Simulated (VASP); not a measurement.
# Zn2SnO3 (P-4m2) in VASP: density of states with PBE

Aim: the density of states of Zn2SnO3 with PBE.

All numbers are computed with VASP 6.6.1; they aren't measurements. Logs are shortened: lines on timing, memory, paths and dates and some standing lists are left out, and cuts for length are marked.

### Step 1. The cell of the first run

Symmetry: P-4m2, No. 115, tetragonal system. Conventional cell: a = 3.802 Å, b = 3.802 Å, c = 6.360 Å, α = 90.00°, β = 90.00°, γ = 90.00°. Within 2.6 Å of Zn (site symmetry 2mm) lie 4 O at 1.98 Å. Within 3.5 Å of Sn (site symmetry -4m2) lie 6 O at 2.69 to 3.18 Å and 4 Zn at 3.24 Å. Within 2.6 Å of O (site symmetry -4m2) lie 4 Zn at 1.98 Å. O (site symmetry -4m2) has 4 Zn at 1.98 Å within 2.6 Å. Within 3.5 Å of O (site symmetry -4m2) lie 4 Sn at 2.69 Å and 2 O at 3.18 Å and 4 Zn at 3.24 Å.

### Step 2. Density of states, PBE

POSCAR reads:

```
Zn2SnO3
1.0
    3.8023232949      0.0000000000      0.0000000000
    0.0000000000      3.8023232949      0.0000000000
    0.0000000000      0.0000000000      6.3598598261
Zn Sn O
2 1 3
Direct
    0.0000000000      0.5000000000      0.0873304567
    0.5000000000      0.0000000000      0.9126695433
    0.0000000000      0.0000000000      0.5000000000
    0.5000000000      0.5000000000      0.0000000000
    0.0000000000      0.0000000000      0.0000000000
    0.5000000000      0.5000000000      0.5000000000
```

INCAR.step1 reads:

```
PREC     = Accurate       # precision mode
ENCUT    = 520            # plane-wave cutoff, eV
EDIFF    = 1E-7           # SCF threshold, eV
ISMEAR   = 0              # smearing method
SIGMA    = 0.01           # smearing width, eV
LREAL    = F              # projectors in reciprocal space
LASPH    = T              # aspherical terms in the spheres
NELM     = 100            # most SCF steps
ALGO     = Normal         # electronic algorithm
ISIF     = 2              # what is computed and relaxed
LWAVE    = F              # write WAVECAR
LCHARG   = T              # write CHGCAR
GGA      = PE             # functional
NBANDS   = 37             # bands
```

KPOINTS.step1 reads:

```
regular mesh
0
Gamma
  10 10 6
```

INCAR.step2 reads:

```
PREC     = Accurate       # precision mode
ENCUT    = 520            # plane-wave cutoff, eV
EDIFF    = 1E-7           # SCF threshold, eV
ISMEAR   = -5             # smearing method
SIGMA    = 0.01           # smearing width, eV
LREAL    = F              # projectors in reciprocal space
LASPH    = T              # aspherical terms in the spheres
NELM     = 100            # most SCF steps
ALGO     = Normal         # electronic algorithm
ISIF     = 2              # what is computed and relaxed
LWAVE    = F              # write WAVECAR
LCHARG   = F              # write CHGCAR
GGA      = PE             # functional
LORBIT   = 11             # projections on sites
NBANDS   = 37             # bands
NEDOS    = 2001           # points of the DOS
ICHARG   = 11             # starting density
```

KPOINTS.step2 reads:

```
regular mesh
0
Gamma
  15 15 9
```

Potentials or basis: VASP PAW PBE potentials, release 64 (Zn, Sn_d, O).

Started as:

```bash
> cat potpaw_PBE.64/Zn/POTCAR potpaw_PBE.64/Sn_d/POTCAR potpaw_PBE.64/O/POTCAR > POTCAR
> cp INCAR.step1 INCAR
> cp KPOINTS.step1 KPOINTS
> mpirun -np 1 vasp_std > vasp.out
> cp INCAR.step2 INCAR
> cp KPOINTS.step2 KPOINTS
> mpirun -np 1 vasp_std > vasp.out
```

OUTCAR:

```text
PREC = Accurate
   ENCUT = 520
   EDIFF = 1E-7
   ISMEAR = -5
   LREAL = F
   LASPH = T
   NELM = 100
   ISIF = 2
   GGA = PE
   LORBIT = 11
   ICHARG = 11

 ion  position               nearest neighbor table
   1  0.000  0.500  0.087-   4 1.98   5 1.98   5 1.98   4 1.98   2 2.91   2 2.91   2 2.91   2 2.91
                             3 3.24   3 3.24
   2  0.500  0.000  0.913-   4 1.98   5 1.98   4 1.98   5 1.98   1 2.91   1 2.91   1 2.91   1 2.91
                             3 3.24   3 3.24
   3  0.000  0.000  0.500-   6 2.69   6 2.69   6 2.69   6 2.69   2 3.24   2 3.24   1 3.24   1 3.24

   4  0.500  0.500  0.000-   1 1.98   2 1.98   2 1.98   1 1.98
   5  0.000  0.000  0.000-   1 1.98   2 1.98   1 1.98   2 1.98
   6  0.500  0.500  0.500-   3 2.69   3 2.69   3 2.69   3 2.69

  LATTYP: Found a simple tetragonal cell.
 ALAT       =     3.8023232949
 C/A-ratio  =     1.6726246910

  Lattice vectors:

 A1 = (   3.8023232949,   0.0000000000,   0.0000000000)
 A2 = (   0.0000000000,   3.8023232949,   0.0000000000)
 A3 = (   0.0000000000,   0.0000000000,   6.3598598261)

Analysis of symmetry for initial positions (statically):
=====================================================================
 Subroutine PRICEL returns:
 Original cell was already a primitive cell.

 Routine SETGRP: Setting up the symmetry group for a
 simple tetragonal supercell.

 Subroutine GETGRP returns: Found  8 space group operations
 (whereof  8 operations were pure point group operations)
 out of a pool of 16 trial point group operations.

The static configuration has the point symmetry D_2d.

Analysis of symmetry for dynamics (positions and initial velocities):
=====================================================================
 Subroutine PRICEL returns:
 Original cell was already a primitive cell.

 Routine SETGRP: Setting up the symmetry group for a
 simple tetragonal supercell.

 Subroutine GETGRP returns: Found  8 space group operations
 (whereof  8 operations were pure point group operations)
 out of a pool of 16 trial point group operations.

The dynamic configuration has the point symmetry D_2d.

 Subroutine INISYM returns: Found  8 space group operations
 (whereof  8 operations are pure point group operations),
 and found     1 'primitive' translations

----------------------------------------------------------------------------------------

                                     Primitive cell

  volume of cell :      91.9487

  direct lattice vectors                    reciprocal lattice vectors
     3.802323295  0.000000000  0.000000000     0.262997100  0.000000000  0.000000000
     0.000000000  3.802323295  0.000000000     0.000000000  0.262997100  0.000000000
     0.000000000  0.000000000  6.359859826     0.000000000  0.000000000  0.157236170

  length of vectors
     3.802323295  3.802323295  6.359859826     0.262997100  0.262997100  0.157236170

  position of ions in fractional coordinates (direct lattice)
     0.000000000  0.500000000  0.087330457
     0.500000000  0.000000000  0.912669543
     0.000000000  0.000000000  0.500000000
     0.500000000  0.500000000  0.000000000
     0.000000000  0.000000000  0.000000000
     0.500000000  0.500000000  0.500000000

  ion indices of the primitive-cell ions
   primitive index   ion index
                 1           1
                 2           2
                 3           3
                 4           4
                 5           5
                 6           6

----------------------------------------------------------------------------------------

 KPOINTS: regular mesh

Automatic generation of k-mesh.
 Grid dimensions read from file:
 generate k-points for:   15   15    9

 Generating k-lattice:

  Cartesian coordinates                     Fractional coordinates (reciprocal lattice)
     0.017533140  0.000000000  0.000000000     0.066666667  0.000000000  0.000000000
     0.000000000  0.017533140  0.000000000     0.000000000  0.066666667  0.000000000
     0.000000000  0.000000000  0.017470686     0.000000000  0.000000000  0.111111111

  Length of vectors
     0.017533140  0.017533140  0.017470686

  Shift w.r.t. Gamma in fractional coordinates (k-lattice)
     0.000000000  0.000000000  0.000000000

 TETIRR: Found   3013 inequivalent tetrahedra from    12150

 Subroutine IBZKPT returns following result:
 ===========================================

 Found    180 irreducible k-points:

 Following reciprocal coordinates:
            Coordinates               Weight
  0.000000  0.000000  0.000000      1.000000
  0.066667  0.000000  0.000000      4.000000
  0.133333  0.000000  0.000000      4.000000
  0.200000  0.000000  0.000000      4.000000
  0.266667  0.000000  0.000000      4.000000
  0.333333  0.000000  0.000000      4.000000
[... 16 lines left out ...]
  0.266667  0.200000  0.000000      8.000000
  0.333333  0.200000  0.000000      8.000000
 [... further k-points ...]
   k-points           NKPTS =    180   k-points in BZ     NKDIM =    180   number of bands    NBANDS=     37
   number of dos      NEDOS =   2001   number of ions     NIONS =      6
   total plane-waves  NPLWV =  37632
   dimension x,y,z NGX =    28 NGY =   28 NGZ =   48
   dimension x,y,z NGXF=    56 NGYF=   56 NGZF=   96
   ions per type =               2   1   3
   NGX,Y,Z   is equivalent  to a cutoff of  12.24, 12.24, 12.55 a.u.
   NGXF,Y,Z  is equivalent  to a cutoff of  24.48, 24.48, 25.09 a.u.
 SYSTEM =  unknown system
   PREC   = accura    normal or accurate (medium, high low for compatibility)
   ISTART =      0    job   : 0-new  1-cont  2-samecut
   ICHARG =     11    charge: 1-file 2-atom 10-const
   ISPIN  =      1    spin polarized calculation?
   LNONCOLLINEAR =      F non collinear calculations
   LSORBIT =      F    spin-orbit coupling
   LASPH  =      T    aspherical Exc in radial PAW
   ENCUT  =  520.0 eV  38.22 Ry    6.18 a.u.   7.07  7.07 11.83*2*pi/ulx,y,z
   NELM   =    100;   NELMIN=  2; NELMDL=  0     # of ELM steps
   EDIFF  = 0.1E-06   stopping-criterion for ELM
   LREAL  =      F    real-space projection
   EDIFFG = 0.1E-05   stopping-criterion for IOM
   NSW    =      0    number of steps for IOM
   IBRION =     -1    ionic relax: 0-MD 1-quasi-New 2-CG
   NFREE  =      0    steps in history (QN), initial steepest desc. (CG)
   ISIF   =      2    stress and relaxation
   ISYM   =      2    0-nonsym 1-usesym 2-fastsym
   POTIM  = 0.5000    time-step for ionic-motion
   TEBEG  =    0.0;   TEEND  =   0.0 temperature during run
   PSTRESS=    0.0 pullay stress
   NELECT =      56.0000    total number of electrons
   NUPDOWN=      -1.0000    fix difference up-down
   EMIN   =  10.00;   EMAX   =-10.00  energy-range for DOS
   EFERMI =   0.00;   METHOD = LEGACY
   ISMEAR =    -5;   SIGMA  =   0.01  broadening in eV -4-tet -1-fermi 0-gaus
   EFERMI_NEDOS =   21; number of points for ismear=-14 and -15
   IALGO  =     38    algorithm
   IMIX   =      4    mixing-type and parameters
     AMIX     =   0.40;   BMIX     =  1.00
     AMIX_MAG =   1.60;   BMIX_MAG =  1.00
  volume/ion in A,a.u.               =      15.32       103.42
  Fermi-wavevector in a.u.,A,eV,Ry     =   1.387679  2.622333 26.200094  1.925653
  Thomas-Fermi vector in A             =   2.511877
   LORBIT       =     11    0 simple, 1 ext, 2 COOP (PROOUT), +10 PAW based schemes
   GGA     = PE    functional components
   LHFCALC =     F    Hartree Fock is set to
   AEXX    =    0.0000 exact exchange contribution
   IVDW    =     0    specifies the selected vdW correction
   LEPSILON=     F    determine dielectric tensor
   LRPA    =     F    only Hartree local field effects (RPA)
 non-spin polarized calculation
 Fermi weights with tetrahedron method with Bloechl corrections
  energy-cutoff  :      520.00
  volume of cell :       91.95
 maximum number of plane-waves:      2504

 number of electron      55.9999974 magnetization

 Free energy of the ion-electron system (eV)
  ---------------------------------------------------
  ext. energy  EPLUGINS =         0.00000000
  ---------------------------------------------------
  free energy    TOTEN  =       -25.36942906 eV

  energy without entropy =      -25.36942906  energy(sigma->0) =      -25.36942906

 E-fermi :   3.2647     XC(G=0): -10.1490

 val. band max:        3.2529318273   @ k =   0.4667   0.4667   0.0000
 cond. band min:       3.4628863818   @ k =   0.4667   0.0000   0.4444
 fundamental gap:      0.2099545545
 Fermi energy:         3.2647057383

 k-point     1 :       0.0000    0.0000    0.0000
  band No.  band energies     occupation
      1     -18.7936      2.00000
      2     -18.7427      2.00000
      3     -18.7427      2.00000
      4     -18.6835      2.00000
      5     -18.6096      2.00000
      6     -15.8152      2.00000
[... 29 lines left out ...]
     36      12.0307      0.00000
     37      12.0307      0.00000

 k-point     2 :       0.0667    0.0000    0.0000
  band No.  band energies     occupation
      1     -18.7926      2.00000
      2     -18.7433      2.00000
      3     -18.7427      2.00000
      4     -18.6822      2.00000
      5     -18.6103      2.00000
      6     -15.7966      2.00000
[... 29 lines left out ...]
     36      12.0582      0.00000
     37      12.0697      0.00000
[... 838 lines left out ...]
     36      13.0597      0.00000
     37      14.0903      0.00000

 k-point    24 :       0.3333    0.2000    0.0000
  band No.  band energies     occupation
      1     -18.7729      2.00000
      2     -18.7517      2.00000
      3     -18.7462      2.00000
      4     -18.6501      2.00000
      5     -18.6353      2.00000
      6     -15.3052      2.00000
[... 29 lines left out ...]
     36      12.7267      0.00000
     37      14.1767      0.00000

 [... further k-points ...]

------------------------ aborting loop because EDIFF is reached ----------------------------------------

  FORCE on cell =-STRESS in cart. coord.  units (eV):
  Direction    XX          YY          ZZ          XY          YZ          ZX
  --------------------------------------------------------------------------------------
  -------------------------------------------------------------------------------------
  Total        0.4627534      0.4627534     -0.0848626      0.0000000      0.0000000      0.0000000
  in kB        8.0633322      8.0633322     -1.4787046      0.0000000      0.0000000      0.0000000
  external PRESSURE =       4.8826533 kB  Pullay stress =       0.0000000 kB

 VOLUME and BASIS-vectors are now :
 -----------------------------------------------------------------------------
  energy-cutoff  :      520.00
  volume of cell :       91.95
      direct lattice vectors                 reciprocal lattice vectors
     3.802323295  0.000000000  0.000000000     0.262997100  0.000000000  0.000000000
     0.000000000  3.802323295  0.000000000     0.000000000  0.262997100  0.000000000
     0.000000000  0.000000000  6.359859826     0.000000000  0.000000000  0.157236170

 POSITION                                       TOTAL-FORCE (eV/Angst)
 -----------------------------------------------------------------------------------
      0.00000      1.90116      0.55541         0.000000      0.000000      0.074431
      1.90116      0.00000      5.80445        -0.000000     -0.000000     -0.074431
      0.00000      0.00000      3.17993        -0.000000     -0.000000      0.000000
      1.90116      1.90116      0.00000        -0.000000      0.000000      0.000000
      0.00000      0.00000      0.00000        -0.000000     -0.000000      0.000000
      1.90116      1.90116      3.17993        -0.000000     -0.000000      0.000000
 -----------------------------------------------------------------------------------
    total drift:                               -0.000000      0.000000      0.000000

  FREE ENERGIE OF THE ION-ELECTRON SYSTEM (eV)
  ---------------------------------------------------
  free  energy   TOTEN  =       -25.3694290593 eV

  energy  without entropy=      -25.3694290593  energy(sigma->0) =      -25.36942906

 total charge

# of ion       s       p       d       tot
------------------------------------------
    1        0.471   0.452   9.893  10.815
    2        0.471   0.452   9.893  10.815
    3        1.398   0.498   9.978  11.874
    4        1.565   3.454   0.000   5.019
    5        1.574   3.438   0.000   5.012
    6        1.590   3.198   0.000   4.787
--------------------------------------------------
tot          7.068  11.493  29.763  48.324
```

Wall time 5.3 min (1 thread of AMD EPYC 9R45 (Zen 5), shared host); peak memory 0.55 GiB.

What came out:

```yaml
Valence_electrons_inside_the_program's_atomic_spheres: Zn 10.81; Sn 11.87; O 5.02, 5.01, 4.79
```

Caveat: spin-orbit coupling is left out, which moves the levels of the heavy elements.
